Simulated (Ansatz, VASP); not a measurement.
**BAs in VASP and in Ansatz**

File INCAR:

```
SYSTEM = BAs
ALGO = Normal ; EDIFF = 1E-6
ENCUT = 1230 ; GGA_COMPAT = .False.
ISIF = 2 ; ISMEAR = 0
LASPH = .True. ; LCHARG = .False.
LREAL = .False. ; LWAVE = .False.
NBANDS = 16 ; NELM = 120
PREC = Accurate ; SIGMA = 0.05
```

Contents of KPOINTS:

```
k-points
0
Gamma
  10 10 10
  0 0 0
```

File POSCAR:

```
BAs
1.0
    0.0000000000      2.3885000000      2.1974200000
    2.3885000000      0.0000000000      2.1974200000
    2.3885000000      2.3885000000      0.0000000000
B As
1 1
Direct
    0.0000000000      0.0000000000      0.0000000000
    0.7500000000      0.7500000000      0.7500000000
```

Input for Ansatz:

```yaml
crystal:
  lattice:
    - [0.0, 2.3885, 2.19742]
    - [2.3885, 0.0, 2.19742]
    - [2.3885, 2.3885, 0.0]
  atoms:
    - { symbol: B, position: [0.0, 0.0, 0.0] }
    - { symbol: As, position: [0.75, 0.75, 0.75] }
basis:
  ecutwfc: 420
kpoints:
  mp_grid: { grid: [10, 10, 10] }
hamiltonian:
  xc: lda
scf:
  occupations: { method: gaussian, width: 0.05 }
output:
  forces: true
  stress: true
  eigenvalues: true
  write_density: true
  write_potential: true
  elf: true
  volumetric_format: npy
```

Change from the starting cell: strain +0.000 along x and y, -0.080 along z, atoms carried along.

Alike in both runs: task single point; functional LDA; k mesh 10 × 10 × 10; occupations gaussian, width 0.05 eV; no spin polarisation.

```csv
,VASP,Ansatz
version,VASP 6.6.1,Ansatz 0.2.0
potentials or method,"VASP PAW LDA potentials, release 64 (B_h, As_d), cutoff 1230 eV","scalar-relativistic, plane waves, PAW"
valence electrons in the cell,18,18
```

|  | VASP | Ansatz | Ansatz less VASP |
| --- | --- | --- | --- |
| gap on the k mesh at the Fermi level (eV) | none | none | - |
| pressure (GPa) | 9.3 | 8.9 | -0.39 |
| traceless stress, the component that is largest in VASP (GPa) | 10.55 | 10.57 | +0.026 |

LDA's correlation is that of Perdew and Zunger in VASP and of Perdew and Wang (1992) in Ansatz. A gap of «none» marks a metal or a gap that the smearing closes.
